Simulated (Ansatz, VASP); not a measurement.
# One calculation of GdH6NO3, two programs

INCAR

```
ALGO = Normal
EDIFF = 1E-6
ENCUT = 520
GGA = PE
ISIF = 2
ISMEAR = 0
ISPIN = 2
LASPH = True
LCHARG = True
LDAU = True
LDAUJ = 0 0 0 0
LDAUL = 3 -1 -1 -1
LDAUPRINT = 1
LDAUTYPE = 2
LDAUU = 5 0 0 0
LELF = True
LMAXMIX = 6
LORBIT = 11
LREAL = False
LVHAR = True
LWAVE = False
MAGMOM = 7 0 0 0 0 0 0 0 0 0 0
NBANDS = 38
NELM = 150
PREC = Accurate
SIGMA = 0.01
```

KPOINTS

```
k-points
0
Gamma
  1 1 1
```

POSCAR

```
GdH6NO3
1.0
   12.8300000000      0.0000000000      0.0000000000
    0.0000000000     12.7700000000      0.0000000000
    0.0000000000      0.0000000000     12.6700000000
Gd O H N
1 3 6 1
Direct
    0.5267552600      0.4773320300      0.5243804300
    0.6083125500      0.5978739200      0.6009700100
    0.4021317200      0.4055450300      0.6038800300
    0.6030249400      0.3937180900      0.4044435700
    0.6489618100      0.6477337500      0.6407892700
    0.3507404500      0.3683860600      0.6451073400
    0.6430491000      0.3523884100      0.3551696900
    0.3680163700      0.6431511400      0.4470015800
    0.4598620400      0.6411910700      0.3561712700
    0.3679220600      0.5511393900      0.3559068700
    0.4157272000      0.5941378200      0.4044893400
```

Input for Ansatz:

```yaml
crystal:
  lattice:
    - [12.83, 0.0, 0.0]
    - [0.0, 12.77, 0.0]
    - [0.0, 0.0, 12.67]
  atoms:
    - { symbol: Gd, position: [0.52675526, 0.47733203, 0.52438043], spin: 7.0 }
    - { symbol: O, position: [0.60831255, 0.59787392, 0.60097001] }
    - { symbol: H, position: [0.64896181, 0.64773375, 0.64078927] }
    - { symbol: O, position: [0.40213172, 0.40554503, 0.60388003] }
    - { symbol: H, position: [0.35074045, 0.36838606, 0.64510734] }
    - { symbol: O, position: [0.60302494, 0.39371809, 0.40444357] }
    - { symbol: H, position: [0.6430491, 0.35238841, 0.35516969] }
    - { symbol: "N", position: [0.4157272, 0.59413782, 0.40448934] }
    - { symbol: H, position: [0.36801637, 0.64315114, 0.44700158] }
    - { symbol: H, position: [0.45986204, 0.64119107, 0.35617127] }
    - { symbol: H, position: [0.36792206, 0.55113939, 0.35590687] }
basis:
  ecutwfc: 420
  ecutrho_ratio: 4
kpoints:
  mp_grid: { grid: [1, 1, 1] }
hamiltonian:
  xc: pbe
  hubbard: { sites: [{ species: Gd, l: f, u_eff: 5.0 }] }
scf:
  occupations: { method: gaussian, width: 0.01 }
output:
  forces: true
  eigenvalues: true
  populations: true
  hubbard: { sites: [{ species: Gd, l: f }] }
magnetization:
  spin_polarized: true
```

Alike in both runs: task single point; functional PBE; k mesh 1 × 1 × 1; occupations gaussian, width 0.01 eV; collinear spin; Hubbard terms Gd f U = 5.0 eV.

|  | VASP | Ansatz |
| --- | --- | --- |
| version | VASP 6.6.1 | Ansatz 0.2.0 |
| potentials or method | VASP PAW PBE potentials, release 64 (Gd, O, H, N), cutoff 520 eV | scalar-relativistic, plane waves, PAW |
| valence electrons in the cell | 47 | 47 |

Ansatz gave:

* gap on the k mesh at the Fermi level (eV): 4.12
* rms of the force components (eV/Å): 0.095
* net moment per atom (μB): 0.64
* size of the moment on the site where the two differ most (μB): 6.75

Which values does VASP return?

gap on the k mesh at the Fermi level (eV): 4.14; rms of the force components (eV/Å): 0.084; net moment per atom (μB): 0.64; size of the moment on the site where the two differ most (μB): 6.83.

Site moments also hang on the region over which each program counts them. The programs project onto different local orbitals, so the same U acts differently, and such runs can settle in different states.

Neither program's run includes spin-orbit coupling.
